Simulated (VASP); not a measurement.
Input of a VASP 6.6.1 run:

The input INCAR:

```
SYSTEM = AlNi3
ALGO     = Fast           ! electronic algorithm
EDIFF    = 1E-6           ! SCF threshold, eV
ENCUT    = 520            ! plane-wave cutoff, eV
ISIF     = 2              ! what is computed and relaxed
ISMEAR   = -1             ! smearing method
ISPIN    = 2              ! spin polarisation
LASPH    = .TRUE.         ! aspherical terms in the spheres
LCHARG   = .FALSE.        ! write CHGCAR
LMAXMIX  = 4              ! l up to which the mixer works
LORBIT   = 11             ! projections on sites
LREAL    = .FALSE.        ! projectors in reciprocal space
LWAVE    = .FALSE.        ! write WAVECAR
MAGMOM   = 1 1 1 0        ! initial moments
NBANDS   = 28             ! bands
NELM     = 150            ! most SCF steps
PREC     = Accurate       ! precision mode
SIGMA    = 0.05           ! smearing width, eV
```

The input KPOINTS:

```
k-points
0
G
  8 8 8
  0 0 0
```

The input POSCAR:

```
AlNi3
1.0
    3.4754400422      0.0000000000      0.0000000000
    0.0000000000      3.4754400422      0.0000000000
    0.0000000000      0.0000000000      3.4754400422
Ni Al
3 1
Direct
    0.5000000000      0.5000000000      0.0000000000
    0.5000000000      0.0000000000      0.5000000000
    0.0000000000      0.5000000000      0.5000000000
    0.0000000000      0.0000000000      0.0000000000
```

Potentials or basis: VASP PAW LDA potentials, release 64 (Ni, Al).

Command:

```bash
$ cat potpaw_LDA.64/Ni/POTCAR potpaw_LDA.64/Al/POTCAR > POTCAR
$ mpirun -np 1 vasp_std > vasp.out
```

**Question.** Predict the net moment.

**Answer.** 0.26 μB per cell.

**Question.** Estimate the pressure.

**Answer.** 1.2 GPa.

**Question.** What does it give for the site moments?

**Answer.** Ni +0.09; Al -0.00 μB.
